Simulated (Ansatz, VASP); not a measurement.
Sb: VASP beside Ansatz

INCAR

```
SYSTEM = Sb
PREC = Accurate
ENCUT = 600
EDIFF = 1E-6
ISMEAR = -1
SIGMA = 0.05
LREAL = .FALSE.
LASPH = .TRUE.
NELM = 60
ALGO = Normal
ISIF = 3
LWAVE = .FALSE.
LCHARG = .FALSE.
GGA = PS
IBRION = 2
NSW = 100
EDIFFG = -0.005
```

The input KPOINTS:

```
regular mesh
0
G
  9 9 9
  0 0 0
```

File POSCAR:

```
Sb
1.0
    2.1102243954      1.2183386227      3.6812845966
   -2.1102243954      1.2183386227      3.6812845966
    0.0000000000     -2.4366772455      3.6812845966
Sb
2
Direct
    0.2334900000      0.2334900000      0.2334900000
    0.7665100000      0.7665100000      0.7665100000
```

Input for Ansatz:

```yaml
crystal:
  lattice:
    - [2.1102243954, 1.2183386227, 3.6812845966]
    - [-2.1102243954, 1.2183386227, 3.6812845966]
    - [0.0, -2.4366772455, 3.6812845966]
  atoms:
    - { symbol: Sb, position: [0.23349, 0.23349, 0.23349] }
    - { symbol: Sb, position: [0.76651, 0.76651, 0.76651] }
kpoints:
  mp_grid: { grid: [9, 9, 9] }
scf:
  occupations: { method: fermi_dirac, width: 0.05 }
hamiltonian:
  xc: pbesol
  pseudopotentials: { kind: paw }
output:
  forces: true
  stress: true
  efg: { contact_densities: true }
relax:
  f_tol: 0.005
  max_steps: 80
  cell: {}
```

Alike in both runs: task relaxation of cell and atoms; functional PBEsol; k mesh 9 × 9 × 9; occupations fermi-dirac, width 0.05 eV; no spin polarisation.

|  | VASP | Ansatz |
| --- | --- | --- |
| version | VASP 6.6.1 | Ansatz 0.2.0 |
| potentials or method | VASP PAW PBE potentials, release 64 (Sb) | PAW with Ansatz's default frozen-core files, scalar-relativistic |
| plane-wave cutoff (eV) | 600 | 420 |
| valence electrons in the cell | 10 | 30 |

|  | VASP | Ansatz | Ansatz less VASP |
| --- | --- | --- | --- |
| relaxed volume (Å³/atom) | 29.90 | 29.89 | -0.014 |
| relaxed cell length with the largest relative difference (Å) | 4.456 | 4.460 | +0.0036 |

VASP's potentials were made for PBE, not for PBEsol. VASP's potentials hold 10 valence electrons a cell and Ansatz's 30, so a difference there can come from the potentials and not from the codes.

Spin-orbit coupling is off throughout.
